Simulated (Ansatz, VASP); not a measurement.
**Two plane-wave programs on Hg**

```xyz
1
Lattice="1.8779 1.0842 2.1547 -1.8779 1.0842 2.1547 0.0000 -2.1684 2.1547" Properties=species:S:1:pos:R:3 pbc="T T T"
Hg    0.0000    0.0000    0.0000
```

Alike in both runs: task single point; functional r2SCAN; k mesh 11 × 11 × 11; occupations fermi-dirac, width 0.1 eV; no spin polarisation.

|  | VASP | Ansatz |
| --- | --- | --- |
| version | VASP 6.6.1 | Ansatz 0.2.0 |
| potentials or method | VASP PAW PBE potentials, release 64 (Hg), cutoff 520 eV | plane waves (600 eV) with PAW, scalar-relativistic |
| valence electrons in the cell | 12 | 20 |

Ansatz gave:

```
pressure (GPa)                                                : 0.0
traceless stress, the component that is largest in VASP (GPa) : -0.03
```

Problem. What did VASP give for the same quantities?

Solution. Pressure (GPa): 0.4; traceless stress, the component that is largest in VASP (GPa): 0.11.

VASP's potentials were made for PBE, not for r2SCAN. VASP's potentials hold 12 valence electrons a cell and Ansatz's 20, so a difference there can come from the potentials and not from the codes.

Neither program's run includes spin-orbit coupling.
